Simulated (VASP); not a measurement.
Wanted: the native input for a VASP 6.6.1 run.

* Task: relaxation of cell and atoms
* Functional: r2SCAN
* Dispersion: D3(BJ)
* Potentials or basis: VASP PAW PBE potentials, release 64 (Re)
* Cutoff: 600 eV
* k mesh: 11 × 11 × 6
* Occupations: fermi-dirac, width 0.05 eV
* Spin: no spin polarisation
* Dipole correction: no
* Further INCAR settings: ALGO = Normal; EDIFF = 1e-07; IBRION = 2; EDIFFG = -0.01; NSW = 60; ISIF = 3

Crystal: Re.

```
Re
1.0
     2.76080    0.00000    0.00000
    -1.38040    2.39092    0.00000
     0.00000    0.00000    4.45820
Re
2
Direct
  0.66667 0.33333 0.75000
  0.33333 0.66667 0.25000
```

One way to write it, as run:

POSCAR

```
Re
1.0
    2.7608000000      0.0000000000      0.0000000000
   -1.3804000000      2.3909229348      0.0000000000
    0.0000000000      0.0000000000      4.4582000000
Re
2
Direct
    0.6666666667      0.3333333333      0.7500000000
    0.3333333333      0.6666666667      0.2500000000
```

INCAR.step1

```
SYSTEM = Re
ALGO = Normal ; EDIFF = 1E-4
ENCUT = 600 ; GGA = PE
ISMEAR = -1 ; LASPH = .True.
LCHARG = .False. ; LREAL = .False.
LWAVE = .True. ; NELM = 60
PREC = Accurate ; SIGMA = 0.05
```

INCAR.step2

```
SYSTEM = Re
ALGO = Normal ; EDIFF = 1E-7
EDIFFG = -0.01 ; ENCUT = 600
IBRION = 2 ; ISIF = 3
ISMEAR = -1 ; ISTART = 1
IVDW = 12 ; LASPH = .True.
LCHARG = .False. ; LMIXTAU = .True.
LREAL = .False. ; LWAVE = .False.
METAGGA = R2SCAN ; NELM = 60
NSW = 60 ; PREC = Accurate
SIGMA = 0.05 ; VDW_A1 = 0.49484001
VDW_A2 = 5.73083694 ; VDW_S6 = 1.0
VDW_S8 = 0.78981345
```

KPOINTS

```
k-points
0
Gamma
  11 11 6
  0 0 0
```

Potentials or basis: VASP PAW PBE potentials, release 64 (Re).

The run is started by

```console
$ cat potpaw_PBE.64/Re/POTCAR > POTCAR
$ cp INCAR.step1 INCAR
$ mpirun -np 1 vasp_std > vasp.out
$ cp INCAR.step2 INCAR
$ mpirun -np 1 vasp_std > vasp.out
```

It gave:

```
Relaxed volume                        : 14.58 Å³/atom
Relaxed cell                          : a = 2.750 Å, b = 2.750 Å, c = 4.451 Å, α = 90.00°, β = 90.00°, γ = 120.00°
Space group after relaxing (to 0.1 Å) : P6_3/mmc (No. 194)
Energy gained by relaxing             : 1.6 meV/atom
Ionic steps                           : 6
Pressure after relaxing               : 0.0 GPa
Band gap on the k mesh                : zero (bands 7 and 8 overlap by 3.14 eV)
Dispersion energy per atom            : -0.310 eV
```

Caveat: the PAW data sets were made with another functional, which shifts forces and pressure a little; spin-orbit coupling is left out, which moves the levels of the heavy elements.

Run time: 8.8 min on 1 thread of Intel Xeon 8259CL, with other jobs on the host, peak memory 0.2 GiB.
